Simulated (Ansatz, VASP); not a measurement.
# CuI: VASP beside Ansatz

```
Cu I
1.0
     0.00000    3.01204    3.01204
     3.01204    0.00000    3.01204
     3.01204    3.01204    0.00000
Cu I
1 1
Direct
  0.25000 0.25000 0.25000
  0.00000 0.00000 0.00000
```

Alike in both runs: task single point; functional PBE-based global hybrid; k mesh 4 × 4 × 4; no spin polarisation.

|  | VASP | Ansatz |
| --- | --- | --- |
| version | VASP 6.6.1 | Ansatz 0.2.0 |
| potentials or method | VASP PAW PBE potentials, release 64 (Cu, I) | plane waves |
| plane-wave cutoff (eV) | 520 | 420 |
| occupations | gaussian, width 0.01 eV | fixed |
| valence electrons in the cell | 18 | 36 |

```csv
,VASP,Ansatz,Ansatz less VASP
gap on the k mesh at the Fermi level (eV),4.22,4.25,+0.034
pressure (GPa),1.2,1.6,+0.43
```

VASP's potentials were made for PBE, not for PBE-based global hybrid. VASP's potentials hold 18 valence electrons a cell and Ansatz's 36, so a difference there can come from the potentials and not from the codes. Ansatz's warnings: stress exchange threshold loose, stress scf threshold loose.

The k mesh is coarse, so the values compare programs but aren't converged. Neither program's run includes spin-orbit coupling.
